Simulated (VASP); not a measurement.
A run of VASP 6.6.1 is set up as follows.

POSCAR

```
AlN
1.0
    3.1130000000      0.0000000000      0.0000000000
   -1.5565000000      2.6959370000      0.0000000000
    0.0000000000      0.0000000000      4.9810000000
Al N
2 2
Direct
    0.3333333333      0.6666666667      0.0000000000
    0.6666666667      0.3333333333      0.5000000000
    0.3333333333      0.6666666667      0.3800000000
    0.6666666667      0.3333333333      0.8800000000
```

The input INCAR.step1:

```
SYSTEM = AlN
PREC = Accurate ; ENCUT = 520
ISMEAR = 0 ; SIGMA = 0.01
LREAL = .False. ; LASPH = .True.
NELM = 60 ; NBANDS = 16
GGA = PE ; ALGO = Normal
EDIFF = 1E-4 ; LWAVE = .True.
LCHARG = .False.
```

The input INCAR.step2:

```
SYSTEM = AlN
PREC = Accurate ; ENCUT = 520
EDIFF = 1E-6 ; ISMEAR = 0
SIGMA = 0.01 ; LREAL = .False.
LASPH = .True. ; NELM = 60
ALGO = Normal ; ISIF = 2
LWAVE = .False. ; LCHARG = .True.
METAGGA = R2SCAN ; LMIXTAU = .True.
LELF = .True. ; LVHAR = .True.
NBANDS = 16 ; ISTART = 1
```

The input KPOINTS:

```
regular mesh
0
Gamma
  12 12 4
  0 0 0
```

Potentials or basis: VASP PAW PBE potentials, release 64 (Al, N).

Command:

```sh
$ cat potpaw_PBE.64/Al/POTCAR potpaw_PBE.64/N/POTCAR > POTCAR
$ cp INCAR.step1 INCAR
$ mpirun -np 1 vasp_std > vasp.out
$ cp INCAR.step2 INCAR
$ mpirun -np 1 vasp_std > vasp.out
```

Task: Predict the pressure.

Result: -1.3 GPa.

Task: What does it give for the band gap on the k mesh?

Result: 4.90 eV, direct.

Task: Estimate the largest force.

Result: 0.125 eV/Å.

Forces on the atoms (eV/Å):
```
Al   0.000  0.000 -0.125
Al   0.000  0.000 -0.125
N    0.000  0.000  0.125
N    0.000  0.000  0.125
```

Caveat: the PAW data sets were made with another functional, which shifts forces and pressure a little.

**Experimental background.**

From “Self-assembly of well-separated AlN nanowires directly on sputtered metallic TiN films”, 2019, arxiv:1910.07391, for a bulk crystal of AlN at 10 K: band gap 6.034 eV (an exciton energy, a little under the gap).

Against the measured gap of AlN, 6.034 eV (an exciton energy, a little under the gap; 10 K; quoted in “Self-assembly of well-separated AlN nanowires directly on sputtered metallic TiN films”, 2019, arxiv:1910.07391), the calculated 4.90 eV is off by -1.13 eV. 2 values of this kind are on record (6.034 to 6.0343 eV); this one was drawn at random. The value is that of r2SCAN on a finite k mesh, which can miss the band edges, without temperature or zero-point motion.
